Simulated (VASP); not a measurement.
Write the native input for VASP 6.6.1 that does the following.

```
Task                   : single point
Functional             : PBEsol
Potentials or basis    : VASP PAW PBE potentials, release 64 (Ti_sv)
Cutoff                 : 520 eV
k mesh                 : 12 × 12 × 8
Occupations            : gaussian, width 0.15 eV
Spin                   : no spin polarisation
Dipole correction      : no
Further INCAR settings : ALGO = Normal; EDIFF = 1e-06; NBANDS = 19
```

The structure of Ti lies in POSCAR:

```
Ti
1.0
    0.0000000000     -2.0279211515     -2.0279211515
    0.0000000000      2.0279211515     -2.0279211515
    4.0558423029      0.0000000000      0.0000000000
Ti
2
Direct
    0.5000000000      0.5000000000      0.5000000000
    0.0000000000      0.0000000000      0.0000000000
```

These files were run (other wordings do the same):

INCAR

```
ALGO = Normal ; EDIFF = 1E-6
ENCUT = 520 ; GGA = PS
ISIF = 2 ; ISMEAR = 0
LASPH = T ; LCHARG = F
LREAL = F ; LWAVE = F
NBANDS = 19 ; NELM = 80
PREC = Accurate ; SIGMA = 0.15
```

KPOINTS

```
k-points
0
Gamma
  12 12 8
```

Potentials or basis: VASP PAW PBE potentials, release 64 (Ti_sv).

Command:

```bash
$ cat potpaw_PBE.64/Ti_sv/POTCAR > POTCAR
$ mpirun -np 1 vasp_std > vasp.out
```

Results of the run:

* Pressure: -0.2 GPa
* Band gap on the k mesh: zero (band 12 reaches 9.43 eV, above the bottom of band 13 at 8.14 eV)

Caveat: the PAW data sets were made with another functional, which shifts forces and pressure a little.

Run time: 50 s on 1 thread of Intel Xeon 6975P-C, with other jobs on the host, peak memory 0.2 GiB.
